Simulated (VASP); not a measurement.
# In (I4/mmm) in VASP: a series of runs, part 2 of 2

VASP 6.6.1.

## (4) Relaxation of cell and atoms, r2SCAN, target pressure 2 GPa, at which the enthalpy is minimised

This run uses another cell than the first one, of 26.14 Å³/atom.

POSCAR

```
In
1.0
   -1.6254700000      1.6254700000      2.4737000000
    1.6254700000     -1.6254700000      2.4737000000
    1.6254700000      1.6254700000     -2.4737000000
In
1
Direct
    0.0000000000      0.0000000000      0.0000000000
```

INCAR.step1

```
ALGO = Normal
EDIFF = 1E-4
ENCUT = 600
GGA = PE
ISMEAR = -1
LASPH = True
LCHARG = False
LREAL = False
LWAVE = True
NELM = 60
PREC = Accurate
SIGMA = 0.05
```

INCAR.step2

```
ALGO = Normal
EDIFF = 1E-6
EDIFFG = -0.01
ENCUT = 600
IBRION = 2
ISIF = 3
ISMEAR = -1
ISTART = 1
LASPH = True
LCHARG = False
LMIXTAU = True
LREAL = False
LWAVE = False
METAGGA = R2SCAN
NELM = 60
NSW = 60
PREC = Accurate
PSTRESS = 20.0
SIGMA = 0.05
```

KPOINTS

```
k-points
0
Gamma
  11 11 11
```

Potentials or basis: VASP PAW PBE potentials, release 64 (In_d).

On the command line:

```console
$ cat potpaw_PBE.64/In_d/POTCAR > POTCAR
$ cp INCAR.step1 INCAR
$ mpirun -np 1 vasp_std > vasp.out
$ cp INCAR.step2 INCAR
$ mpirun -np 1 vasp_std > vasp.out
```

OUTCAR:

```text
EDIFF = 1E-6
   EDIFFG = -0.01
   ENCUT = 600
   IBRION = 2
   ISIF = 3
   ISMEAR = -1
   ISTART = 1
   LASPH = True
   LREAL = False
   METAGGA = R2SCAN
   NELM = 60
   NSW = 60
   PREC = Accurate
   PSTRESS = 20.0

 ion  position               nearest neighbor table
   1  0.000  0.000  0.000-

  LATTYP: Found a body centered tetragonal cell.
 ALAT       =     3.2509400000
 C/A-ratio  =     1.5218367611

  Lattice vectors:

 A1 = (  -1.6254700000,   1.6254700000,   2.4737000000)
 A2 = (   1.6254700000,  -1.6254700000,   2.4737000000)
 A3 = (   1.6254700000,   1.6254700000,  -2.4737000000)

Analysis of symmetry for initial positions (statically):
=====================================================================
 Subroutine PRICEL returns:
 Original cell was already a primitive cell.

 Routine SETGRP: Setting up the symmetry group for a
 body centered tetragonal supercell.

 Subroutine GETGRP returns: Found 16 space group operations
 (whereof 16 operations were pure point group operations)
 out of a pool of 16 trial point group operations.

The static configuration has the point symmetry D_4h.

Analysis of symmetry for dynamics (positions and initial velocities):
=====================================================================
 Subroutine PRICEL returns:
 Original cell was already a primitive cell.

 Routine SETGRP: Setting up the symmetry group for a
 body centered tetragonal supercell.

 Subroutine GETGRP returns: Found 16 space group operations
 (whereof 16 operations were pure point group operations)
 out of a pool of 16 trial point group operations.

The dynamic configuration has the point symmetry D_4h.

 Subroutine INISYM returns: Found 16 space group operations
 (whereof 16 operations are pure point group operations),
 and found     1 'primitive' translations

----------------------------------------------------------------------------------------

                                     Primitive cell

  volume of cell :      26.1436

  direct lattice vectors                    reciprocal lattice vectors
    -1.625470000  1.625470000  2.473700000     0.000000000  0.307603339  0.202126369
     1.625470000 -1.625470000  2.473700000     0.307603339  0.000000000  0.202126369
     1.625470000  1.625470000 -2.473700000     0.307603339  0.307603339  0.000000000

  length of vectors
     3.376906444  3.376906444  3.376906444     0.368069129  0.368069129  0.435016814

  position of ions in fractional coordinates (direct lattice)
     0.000000000  0.000000000  0.000000000

  ion indices of the primitive-cell ions
   primitive index   ion index
                 1           1

----------------------------------------------------------------------------------------

 KPOINTS: k-points

Automatic generation of k-mesh.
 Grid dimensions read from file:
 generate k-points for:   11   11   11

 Generating k-lattice:

  Cartesian coordinates                     Fractional coordinates (reciprocal lattice)
     0.000000000  0.027963940  0.018375124     0.090909091  0.000000000 -0.000000000
     0.027963940  0.000000000  0.018375124     0.000000000  0.090909091 -0.000000000
[... 45 lines left out ...]
   ions per type =               1
   NGX,Y,Z   is equivalent  to a cutoff of  13.78, 13.78, 13.78 a.u.
   NGXF,Y,Z  is equivalent  to a cutoff of  27.57, 27.57, 27.57 a.u.
 SYSTEM =  unknown system
   PREC   = accura    normal or accurate (medium, high low for compatibility)
   ISTART =      1    job   : 0-new  1-cont  2-samecut
   ICHARG =      0    charge: 1-file 2-atom 10-const
   ISPIN  =      1    spin polarized calculation?
   LNONCOLLINEAR =      F non collinear calculations
   LSORBIT =      F    spin-orbit coupling
   LASPH  =      T    aspherical Exc in radial PAW
   ENCUT  =  600.0 eV  44.10 Ry    6.64 a.u.   6.74  6.74  6.74*2*pi/ulx,y,z
   NELM   =     60;   NELMIN=  2; NELMDL=  0     # of ELM steps
   EDIFF  = 0.1E-05   stopping-criterion for ELM
   LREAL  =      F    real-space projection
   EDIFFG = -.1E-01   stopping-criterion for IOM
   NSW    =     60    number of steps for IOM
   IBRION =      2    ionic relax: 0-MD 1-quasi-New 2-CG
   NFREE  =      1    steps in history (QN), initial steepest desc. (CG)
   ISIF   =      3    stress and relaxation
   ISYM   =      2    0-nonsym 1-usesym 2-fastsym
   POTIM  = 0.5000    time-step for ionic-motion
   TEBEG  =    0.0;   TEEND  =   0.0 temperature during run
   PSTRESS=   20.0 pullay stress
   NELECT =      13.0000    total number of electrons
   NUPDOWN=      -1.0000    fix difference up-down
   EMIN   =  10.00;   EMAX   =-10.00  energy-range for DOS
   EFERMI =   0.00;   METHOD = LEGACY
   ISMEAR =    -1;   SIGMA  =   0.05  broadening in eV -4-tet -1-fermi 0-gaus
   EFERMI_NEDOS =   21; number of points for ismear=-14 and -15
   IALGO  =     38    algorithm
   IMIX   =      4    mixing-type and parameters
     AMIX     =   0.40;   BMIX     =  1.00
     AMIX_MAG =   1.60;   BMIX_MAG =  1.00
  volume/ion in A,a.u.               =      26.14       176.43
  Fermi-wavevector in a.u.,A,eV,Ry     =   1.296983  2.450943 22.887245  1.682165
  Thomas-Fermi vector in A             =   2.428405
   LORBIT       =      0    0 simple, 1 ext, 2 COOP (PROOUT), +10 PAW based schemes
   METAGGA = R2SCAN    functional components
   LHFCALC =     F    Hartree Fock is set to
   AEXX    =    0.0000 exact exchange contribution
   IVDW    =     0    specifies the selected vdW correction
   LEPSILON=     F    determine dielectric tensor
   LRPA    =     F    only Hartree local field effects (RPA)
 conjugate gradient relaxation of ions
 non-spin polarized calculation
  energy-cutoff  :      600.00
  volume of cell :       26.14
 maximum number of plane-waves:       901
   NGX = 13   NGY = 13   NGZ = 13

--------------------------------------- Ionic step        1  -------------------------------------------

 number of electron      13.0000006 magnetization

 Free energy of the ion-electron system (eV)
  ---------------------------------------------------
  ext. energy  EPLUGINS =         0.00000000
  ---------------------------------------------------
  free energy    TOTEN  =       -22.57361573 eV

  energy without entropy =      -22.57038693  energy(sigma->0) =      -22.57200133

------------------------ aborting loop because EDIFF is reached ----------------------------------------

  FORCE on cell =-STRESS in cart. coord.  units (eV):
  Direction    XX          YY          ZZ          XY          YZ          ZX
  --------------------------------------------------------------------------------------
  -------------------------------------------------------------------------------------
  Total        0.0745971      0.0745971      0.0036956      0.0000000      0.0000000      0.0000000
  in kB        4.5715920      4.5715920      0.2264821      0.0000000      0.0000000      0.0000000
  external PRESSURE =     -16.8767780 kB  Pullay stress =      20.0000000 kB
[... 209 lines left out ...]
--------------------------------------- Ionic step        7  -------------------------------------------

 number of electron      13.0000003 magnetization

 Free energy of the ion-electron system (eV)
  ---------------------------------------------------
  ext. energy  EPLUGINS =         0.00000000
  ---------------------------------------------------
  free energy    TOTEN  =       -22.56823465 eV

  energy without entropy =      -22.56409274  energy(sigma->0) =      -22.56616369

 E-fermi :   7.9663     XC(G=0): -11.2818

 val. band max:        7.9350145909   @ k =  -0.1818   0.3636   0.0909
 cond. band min:       7.9700566414   @ k =   0.3636   0.3636  -0.0000
 fundamental gap:      0.0350420505
 Fermi energy:         7.9662528460

 k-point     1 :       0.0000    0.0000    0.0000
  band No.  band energies     occupation
      1      -7.4010      2.00000
      2      -7.3265      2.00000
      3      -7.3265      2.00000
      4      -7.1916      2.00000
      5      -7.1147      2.00000
      6      -2.3926      2.00000
      7      19.4510      0.00000
      8      19.4510      0.00000
      9      19.6124      0.00000
     10      20.1430      0.00000
[... 287 lines left out ...]
 k-point    24 :      -0.1818    0.1818    0.0000
  band No.  band energies     occupation
      1      -7.4080      2.00000
      2      -7.2616      2.00000
      3      -7.2267      2.00000
      4      -7.2244      2.00000
      5      -7.1160      2.00000
      6      -1.3043      2.00000
      7      15.7704      0.00000
      8      15.9732      0.00000
      9      16.9818      0.00000
     10      17.7948      0.00000

 [... further k-points ...]

------------------------ aborting loop because EDIFF is reached ----------------------------------------

  FORCE on cell =-STRESS in cart. coord.  units (eV):
  Direction    XX          YY          ZZ          XY          YZ          ZX
  --------------------------------------------------------------------------------------
  -------------------------------------------------------------------------------------
  Total        0.3168204      0.3168204      0.3184908      0.0000000     -0.0000000      0.0000000
  in kB       20.1449421     20.1449421     20.2511545      0.0000000     -0.0000000      0.0000000
  external PRESSURE =       0.1803462 kB  Pullay stress =      20.0000000 kB
[... 20 lines left out ...]
  energy  without entropy=      -22.5640927434  energy(sigma->0) =      -22.56616369

  enthalpy is  TOTEN    =       -22.2536937593 eV   P V=        0.3145408870

 reached required accuracy - stopping structural energy minimisation
```

OSZICAR.step1:

```text
N       E                     dE             d eps       ncg     rms          rms(c)
DAV:   1     0.751867032938E+02    0.75187E+02   -0.71374E+03  2532   0.180E+03
DAV:   2     0.351776970984E+00   -0.74835E+02   -0.73604E+02  2576   0.305E+02
DAV:   3    -0.251364585208E+01   -0.28654E+01   -0.28515E+01  2944   0.674E+01
DAV:   4    -0.257650775515E+01   -0.62862E-01   -0.62839E-01  3238   0.102E+01
DAV:   5    -0.257881661958E+01   -0.23089E-02   -0.23088E-02  3050   0.162E+00    0.231E+00
DAV:   6    -0.255596550430E+01    0.22851E-01   -0.44326E-02  2910   0.467E+00    0.114E+00
DAV:   7    -0.255150503041E+01    0.44605E-02   -0.14164E-02  2960   0.246E+00    0.257E-01
DAV:   8    -0.255123140756E+01    0.27362E-03   -0.82251E-04  2910   0.571E-01    0.351E-02
DAV:   9    -0.255123572970E+01   -0.43221E-05   -0.11047E-05  1434   0.574E-02
   1 F= -.25512357E+01 E0= -.25492812E+01  d E =-.390897E-02
```

Wall time 10 min (1 thread of AMD EPYC 9R45 (Zen 5), shared host); peak memory 0.17 GiB.

Results:

| Quantity | Value |
| --- | --- |
| Free energy | -22.5682 eV |
| Relaxed volume | 25.20 Å³/atom |
| Relaxed cell | a = 3.318 Å, b = 3.318 Å, c = 3.318 Å, α = 121.52°, β = 121.52°, γ = 87.38° |
| Space group after relaxing (to 0.1 Å) | I4/mmm (No. 139) |
| Energy change on relaxing (the run minimises the enthalpy) | +5.4 meV/atom |
| Ionic steps | 7 |
| Pressure after relaxing | 2.0 GPa |
| Band gap on the k mesh | zero (an odd number of electrons rules out a gap without spin polarisation) |

Step by step:
```tsv
step	energy change (eV)	largest force (eV/Å)	pressure (GPa)	volume (Å³)
1	0.0000	0.0000	0.31	26.14
2	0.0078	0.0000	2.26	25.12
3	0.0064	0.0000	2.03	25.22
4	0.0062	0.0000	2.08	25.22
5	0.0055	0.0000	2.03	25.21
6	0.0061	0.0000	2.09	25.17
7	0.0054	0.0000	2.02	25.20
```

Final structure:
```
CELL_PARAMETERS angstrom
-1.62048 1.62048 2.39888
1.62048 -1.62048 2.39888
1.62048 1.62048 -2.39888
ATOMIC_POSITIONS crystal
In 0.00000 0.00000 0.00000
```

Caveat: the cell is relaxed towards a set pressure, so the run minimises the enthalpy, not the energy; the PAW data sets were made with another functional, which shifts forces and pressure a little; spin-orbit coupling is left out, which moves the levels of the heavy elements.

## (5) Relaxation of cell and atoms, r2SCAN, target pressure 5 GPa, at which the enthalpy is minimised

This run uses another cell than the first one, of 26.14 Å³/atom.

POSCAR is that of step 4.

INCAR.step1

```
PREC = Accurate
ENCUT = 600
ISMEAR = -1
SIGMA = 0.05
LREAL = False
LASPH = True
NELM = 80
GGA = PE
ALGO = Normal
EDIFF = 1E-4
LWAVE = True
LCHARG = False
```

INCAR.step2

```
PREC = Accurate
ENCUT = 600
EDIFF = 1E-7
ISMEAR = -1
SIGMA = 0.05
LREAL = False
LASPH = True
NELM = 80
ALGO = Normal
ISIF = 3
LWAVE = False
LCHARG = False
METAGGA = R2SCAN
LMIXTAU = True
IBRION = 2
NSW = 60
EDIFFG = -0.01
PSTRESS = 50.0
ISTART = 1
```

KPOINTS

```
Automatic mesh
0
Gamma
  11 11 11
```

Potentials or basis: VASP PAW PBE potentials, release 64 (In_d).

On the command line:

```console
$ cat potpaw_PBE.64/In_d/POTCAR > POTCAR
$ cp INCAR.step1 INCAR
$ mpirun -np 1 vasp_std > vasp.out
$ cp INCAR.step2 INCAR
$ mpirun -np 1 vasp_std > vasp.out
```

OUTCAR:

```text
PREC = Accurate
   ENCUT = 600
   EDIFF = 1E-7
   ISMEAR = -1
   LREAL = False
   LASPH = True
   NELM = 80
   ISIF = 3
   METAGGA = R2SCAN
   IBRION = 2
   NSW = 60
   EDIFFG = -0.01
   PSTRESS = 50.0
   ISTART = 1

 ion  position               nearest neighbor table
   1  0.000  0.000  0.000-

  LATTYP: Found a body centered tetragonal cell.
 ALAT       =     3.2509400000
 C/A-ratio  =     1.5218367611

  Lattice vectors:

 A1 = (  -1.6254700000,   1.6254700000,   2.4737000000)
 A2 = (   1.6254700000,  -1.6254700000,   2.4737000000)
 A3 = (   1.6254700000,   1.6254700000,  -2.4737000000)

Analysis of symmetry for initial positions (statically):
[... 406 lines left out ...]
 cond. band min:       8.5937897221   @ k =   0.2727   0.1818   0.0909
 fundamental gap:      0.0252890353
 Fermi energy:         8.5804675783

 k-point     1 :       0.0000    0.0000    0.0000
  band No.  band energies     occupation
      1      -6.8737      2.00000
      2      -6.7934      2.00000
      3      -6.7934      2.00000
      4      -6.6360      2.00000
      5      -6.5517      2.00000
      6      -2.1719      2.00000
      7      20.5245      0.00000
      8      20.5246      0.00000
      9      20.6888      0.00000
     10      20.8210      0.00000
[... 287 lines left out ...]
 k-point    24 :      -0.1818    0.1818    0.0000
  band No.  band energies     occupation
      1      -6.8872      2.00000
      2      -6.7176      2.00000
      3      -6.6803      2.00000
      4      -6.6774      2.00000
      5      -6.5518      2.00000
      6      -1.0410      2.00000
      7      16.6786      0.00000
      8      16.8647      0.00000
      9      18.0798      0.00000
     10      18.5615      0.00000

 [... further k-points ...]

------------------------ aborting loop because EDIFF is reached ----------------------------------------

  FORCE on cell =-STRESS in cart. coord.  units (eV):
  Direction    XX          YY          ZZ          XY          YZ          ZX
  --------------------------------------------------------------------------------------
  -------------------------------------------------------------------------------------
  Total        0.7429039      0.7429039      0.7532129      0.0000000     -0.0000000      0.0000000
  in kB       49.6151921     49.6151921     50.3036842      0.0000000     -0.0000000      0.0000000
  external PRESSURE =      -0.1553105 kB  Pullay stress =      50.0000000 kB
[... 20 lines left out ...]
  energy  without entropy=      -22.5379033953  energy(sigma->0) =      -22.54007224

  enthalpy is  TOTEN    =       -21.7935753453 eV   P V=        0.7486657459

 reached required accuracy - stopping structural energy minimisation
```

OSZICAR.step1:

```text
N       E                     dE             d eps       ncg     rms          rms(c)
DAV:   1     0.751867032938E+02    0.75187E+02   -0.71374E+03  2532   0.180E+03
DAV:   2     0.351776970984E+00   -0.74835E+02   -0.73604E+02  2576   0.305E+02
DAV:   3    -0.251364585208E+01   -0.28654E+01   -0.28515E+01  2944   0.674E+01
DAV:   4    -0.257650775515E+01   -0.62862E-01   -0.62839E-01  3238   0.102E+01
DAV:   5    -0.257881661958E+01   -0.23089E-02   -0.23088E-02  3050   0.162E+00    0.231E+00
DAV:   6    -0.255596550430E+01    0.22851E-01   -0.44326E-02  2910   0.467E+00    0.114E+00
DAV:   7    -0.255150503041E+01    0.44605E-02   -0.14164E-02  2960   0.246E+00    0.257E-01
DAV:   8    -0.255123140756E+01    0.27362E-03   -0.82251E-04  2910   0.571E-01    0.351E-02
DAV:   9    -0.255123572970E+01   -0.43221E-05   -0.11047E-05  1434   0.574E-02
   1 F= -.25512357E+01 E0= -.25492812E+01  d E =-.390897E-02
```

Wall time 13 min (1 thread of AMD EPYC 9R45 (Zen 5), shared host); peak memory 0.17 GiB.

What came out:

```yaml
Free_energy: -22.5422 eV
Relaxed_volume: 23.99 Å³/atom
Relaxed_cell: a = 3.263 Å, b = 3.263 Å, c = 3.263 Å, α = 121.47°, β = 121.47°, γ = 87.47°
Space_group_after_relaxing_to_0.1_Å: I4/mmm (No. 139)
Energy_change_on_relaxing_the_run_minimises_the_enthalpy: +31.4 meV/atom
Ionic_steps: 7
Pressure_after_relaxing: 5.0 GPa
Band_gap_on_the_k_mesh: zero (an odd number of electrons rules out a gap without spin polarisation)
```

Step by step:
| step | energy change (eV) | largest force (eV/Å) | pressure (GPa) | volume (Å³) |
| --- | --- | --- | --- | --- |
| 1 | 0.0000 | 0.0000 | 0.31 | 26.14 |
| 2 | 0.0565 | 0.0000 | 6.91 | 23.35 |
| 3 | 0.0331 | 0.0000 | 5.03 | 23.99 |
| 4 | 0.0318 | 0.0000 | 4.91 | 24.03 |
| 5 | 0.0316 | 0.0000 | 4.91 | 24.02 |
| 6 | 0.0312 | 0.0000 | 4.96 | 24.00 |
| 7 | 0.0314 | 0.0000 | 4.98 | 23.99 |

Final structure:
```cif
data_structure
_symmetry_space_group_name_H-M 'P 1'
_symmetry_Int_Tables_number 1
_cell_length_a 3.2628
_cell_length_b 3.2628
_cell_length_c 3.2628
_cell_angle_alpha 121.469
_cell_angle_beta 121.469
_cell_angle_gamma 87.474
_cell_volume 23.99
loop_
_atom_site_label
_atom_site_type_symbol
_atom_site_fract_x
_atom_site_fract_y
_atom_site_fract_z
_atom_site_occupancy
In1 In 0.00000 0.00000 0.00000 1
```

Caveat: the cell is relaxed towards a set pressure, so the run minimises the enthalpy, not the energy; the PAW data sets were made with another functional, which shifts forces and pressure a little; spin-orbit coupling is left out, which moves the levels of the heavy elements.

## (6) The runs side by side

| task | cell | cutoff (eV) | gap on the mesh (eV) | pressure (GPa) |
| --- | --- | --- | --- | --- |
| single point | a = 3.361 Å, angles 121.4, 121.4, 87.6°, 1 atom | 520 | none | 0.0 |
| relaxation of cell and atoms | relaxed from a = 3.377 Å, angles 122.5, 122.5, 85.8°, 1 atom | 600 | none | 0.0 |
| relaxation of cell and atoms | relaxed to 2 GPa from a = 3.377 Å, angles 122.5, 122.5, 85.8°, 1 atom | 600 | none | 2.0 |
| relaxation of cell and atoms | relaxed to 5 GPa from a = 3.377 Å, angles 122.5, 122.5, 85.8°, 1 atom | 600 | none | 5.0 |

Alike in all rows: level r2SCAN; potentials or basis VASP PAW PBE potentials, release 64 (In_d); no spin polarisation; k mesh 11 × 11 × 11; smearing fermi-dirac 0.05 eV.

Caveats: the PAW data sets were made with another functional, which shifts forces and pressure a little; spin-orbit coupling is left out, which moves the levels of the heavy elements; the cell is relaxed towards a set pressure, so the run minimises the enthalpy, not the energy (at least some runs).

Total energies depend on the potentials used, so only differences within one code and one set of settings carry meaning.
